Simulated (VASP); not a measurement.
Input of a VASP 6.6.1 run:

Contents of POSCAR:

```
BN
1.0
    2.6291912895      0.0000000000      0.0000000000
   -1.3145956448      2.2769464481      0.0000000000
    0.0000000000      0.0000000000      6.8277300000
B N
2 2
Direct
    0.3333333333      0.6666666667      0.2500000000
    0.6666666667      0.3333333333      0.7500000000
    0.3333333333      0.6666666667      0.7500000000
    0.6666666667      0.3333333333      0.2500000000
```

The input INCAR.step1:

```
ALGO = Normal ; EDIFF = 1E-4
ENCUT = 520 ; GGA = PE
ISMEAR = 0 ; LASPH = T
LCHARG = F ; LREAL = F
LWAVE = T ; NBANDS = 16
NELM = 60 ; PREC = Accurate
SIGMA = 0.05
```

INCAR.step2

```
ALGO = Normal ; EDIFF = 1E-7
ENCUT = 520 ; ISIF = 2
ISMEAR = 0 ; ISTART = 1
LASPH = T ; LCHARG = F
LMIXTAU = T ; LREAL = F
LWAVE = F ; METAGGA = R2SCAN
NBANDS = 16 ; NELM = 60
PREC = Accurate ; SIGMA = 0.05
```

File KPOINTS:

```
k-points
0
Gamma
  12 12 4
```

Potentials or basis: VASP PAW PBE potentials, release 64 (B, N).

Launch:

```sh
$ cat potpaw_PBE.64/B/POTCAR potpaw_PBE.64/N/POTCAR > POTCAR
$ cp INCAR.step1 INCAR
$ mpirun -np 1 vasp_std > vasp.out
$ cp INCAR.step2 INCAR
$ mpirun -np 1 vasp_std > vasp.out
```

What does it give for the pressure?

-28.6 GPa.

Predict the band gap on the k mesh.

4.63 eV (least direct gap 4.95 eV).

Stress tensor (GPa, compression positive):
```
-42.87   0.00   0.00
  0.00 -42.87   0.00
  0.00   0.00  -0.17
```

Caveat: the cell differs from its parent crystal (strain +0.050 along x and y, +0.025 along z); the stress differs along the axes, from -43 to -0 GPa; the PAW data sets were made with another functional, which shifts forces and pressure a little. A k mesh can miss the band edges.
